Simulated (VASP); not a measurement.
## C: single point with LDA

Crystal: C.

```
C
1.0
     0.00000    1.89379    1.64217
     1.76136    0.00000    1.64217
     1.76136    1.89379    0.00000
C
2
Cartesian
  1.7614 1.8938 1.6422
  2.6420 2.8407 2.4632
```

This cell differs from its parent crystal: strain +e along x and -e along y -0.0375, strain +e along z and -e/2 along x and y -0.0700.

| Property | Result |
| --- | --- |
| Program | VASP 6.6.1 |
| Task | single point |
| Functional | LDA |
| Potentials or basis | VASP PAW LDA potentials, release 64 (C_h) |
| Cutoff | 910 eV |
| k mesh | 12 × 12 × 12 |
| Occupations | gaussian, width 0.05 eV |
| Spin | no spin polarisation |

- Pressure: 3.4 GPa
- Band gap on the k mesh: 1.56 eV, indirect (least direct gap 3.90 eV)

Stress tensor (GPa, compression positive):
```
 14.16   0.00   0.00
  0.00 -70.27   0.00
  0.00   0.00  66.36
```

Levels at points of the mesh, in eV from the valence-band top:
| k point | band 1 | band 2 | band 3 | band 4 | band 5 | band 6 | band 7 | band 8 |
| --- | --- | --- | --- | --- | --- | --- | --- | --- |
| (0.00, 0.00, 0.00) | -22.81 | -2.22 | -0.83 | 0.00 | 3.90 | 4.76 | 5.65 | 13.05 |
| (0.50, 0.00, 0.00) | -16.70 | -14.73 | -5.01 | -2.75 | 5.49 | 7.58 | 10.31 | 14.86 |
| (0.50, 0.50, 0.00) | -12.66 | -12.66 | -8.50 | -8.50 | 2.16 | 2.16 | 16.09 | 16.09 |
| (0.50, 0.00, 0.50) | -14.98 | -14.98 | -6.32 | -6.32 | 5.58 | 5.58 | 15.42 | 15.42 |
| (0.00, 0.50, 0.50) | -13.83 | -13.83 | -7.39 | -7.39 | 3.90 | 3.90 | 15.16 | 15.16 |

Run time: 38 s on 1 thread of Intel(R) Xeon(R) Platinum 8375C CPU @ 2.90GHz (Ice Lake), on a shared host, peak memory 0.17 GiB.

Caveat: the cell differs from its parent crystal (strain +e along x and -e along y -0.0375, strain +e along z and -e/2 along x and y -0.0700); the cutoff is under 1.25 times the usual one of these potentials, so pressure, stress and relaxed cells hold a basis-set (Pulay) error. A k mesh can miss the band edges.
